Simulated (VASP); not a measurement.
Ni:

```
Ni
1.0
     0.00000    1.60241    1.60241
     1.60241    0.00000    1.60241
     1.60241    1.60241    0.00000
Ni
1
Direct
  0.00000 0.00000 0.00000
```

Base run:

* Program: VASP 6.6.1
* Functional: LDA
* Potentials or basis: VASP PAW LDA potentials, release 64 (Ni)
* Cutoff: 520 eV
* k mesh: 24 × 24 × 24
* Occupations: gaussian, width 0.15 eV
* Spin: collinear spin, ferromagnetic start
* Starting moments: [0.375] μB
* Fixed moment: 0.375 μB

Its results: pressure 79.9 GPa; site moments Ni +0.37 μB.

Problem. The run is repeated on the same cell with these changes: fixed moment from 0.375 μB to 0.875 μB; moments at the start from [0.38] to [0.88]. What comes out?

Solution. Pressure 85.6 GPa; site moments Ni +0.86 μB.

Caveats: the cell stands under pressure; the total moment is fixed, so each spin has its own Fermi level and the state may be an excited one.
